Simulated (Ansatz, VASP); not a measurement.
## One calculation of BP, two programs

```xyz
2
Lattice="0.0000 2.2454 2.2454 2.2454 0.0000 2.2454 2.2454 2.2454 0.0000" Properties=species:S:1:pos:R:3 pbc="T T T"
B     0.0000    0.0000    0.0000
P     1.1227    1.1227    1.1227
```

Alike in both runs: functional LDA; k mesh 10 × 10 × 10; occupations gaussian, width 0.02 eV; no spin polarisation.

Ansatz relaxed the structure, and its values are those at the end. VASP's run is a single point on that final structure, the one shown.

```csv
,VASP,Ansatz
version,VASP 6.6.1,Ansatz 0.2.0
potentials or method,"VASP PAW LDA potentials, release 64 (B, P), cutoff 500 eV","scalar-relativistic, plane waves, PAW"
valence electrons in the cell,8,8
```

Ansatz gave:

| Property | Result |
| --- | --- |
| gap on the k mesh at the Fermi level (eV) | 1.15 |
| least direct gap on the mesh (eV) | 3.43 |
| pressure (GPa) | 0.0 |

Task: What did VASP give for the same quantities?

Result: gap on the k mesh at the Fermi level (eV): 1.15; least direct gap on the mesh (eV): 3.43; pressure (GPa): -0.1.

Ansatz warns that its potentials were made for another functional, while VASP's fit it. LDA's correlation is that of Perdew and Zunger in VASP and of Perdew and Wang (1992) in Ansatz.
